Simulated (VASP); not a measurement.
The system is RbBr.

```
Rb Br
1.0
     4.12608    0.00000    0.00000
     0.00000    4.12608    0.00000
     0.00000    0.00000    4.12608
Rb Br
1 1
Cartesian
  0.0000 0.0000 0.0000
  2.0630 2.0630 2.0630
```

| Item | Value |
| --- | --- |
| Program | VASP 6.6.1 |
| Task | relaxation of cell and atoms |
| Functional | RPBE |
| Potentials or basis | VASP PAW PBE potentials, release 64 (Rb_sv, Br) |
| Cutoff | 600 eV |
| k mesh | 7 × 7 × 7 |
| Occupations | fermi-dirac, width 0.05 eV |
| Spin | no spin polarisation |

At the start: pressure 2.5 GPa; volume 35.12 Å³/atom.

Question: How do energy, volume and symmetry change on relaxing?

Answer: Over 4 steps the energy falls by 41.6 meV/atom and the volume is 41.36 Å³/atom (+17.8 %); space group Pm-3m (No. 221, to 0.1 Å) before and after.

The path:
| step | energy change (eV) | largest force (eV/Å) | pressure (GPa) | volume (Å³) |
| --- | --- | --- | --- | --- |
| 1 | 0.0000 | 0.0000 | 2.46 | 70.24 |
| 2 | -0.0611 | 0.0000 | 1.10 | 75.88 |
| 3 | -0.0824 | 0.0000 | 0.20 | 81.38 |
| 4 | -0.0833 | 0.0000 | 0.03 | 82.71 |

Final structure:
```
CELL_PARAMETERS angstrom
4.35705 0.00000 0.00000
0.00000 4.35705 0.00000
0.00000 0.00000 4.35705
ATOMIC_POSITIONS crystal
Rb 0.00000 0.00000 0.00000
Br 0.50000 0.50000 0.50000
```

Caveat: the volume moved by over 15 % at a fixed basis, so the end points are rough; the PAW data sets were made with another functional, which shifts forces and pressure a little.
